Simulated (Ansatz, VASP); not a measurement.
**Bi in VASP and in Ansatz**

```
Bi
1.0
     0.00000    3.67761    3.67761
     3.67761    0.00000    3.67761
     3.67761    3.67761    0.00000
Bi
2
Direct
  0.12500 0.12500 0.12500
  0.87500 0.87500 0.87500
```

Alike in both runs: functional revPBE; k mesh 8 × 8 × 8; occupations fermi-dirac, width 0.1 eV; no spin polarisation.

Ansatz relaxed the structure, and its values are those at the end. VASP's run is a single point on that final structure, the one shown.

|  | VASP | Ansatz |
| --- | --- | --- |
| version | VASP 6.6.1 | Ansatz 0.2.0 |
| potentials or method | VASP PAW PBE potentials, release 64 (Bi_d), cutoff 520 eV | plane waves (420 eV) with PAW, scalar-relativistic |
| valence electrons in the cell | 30 | 30 |

|  | VASP | Ansatz | Ansatz less VASP |
| --- | --- | --- | --- |
| pressure (GPa) | 0.0 | 0.0 | +0.05 |

VASP's potentials were made for PBE, not for revPBE.

Neither program's run includes spin-orbit coupling.
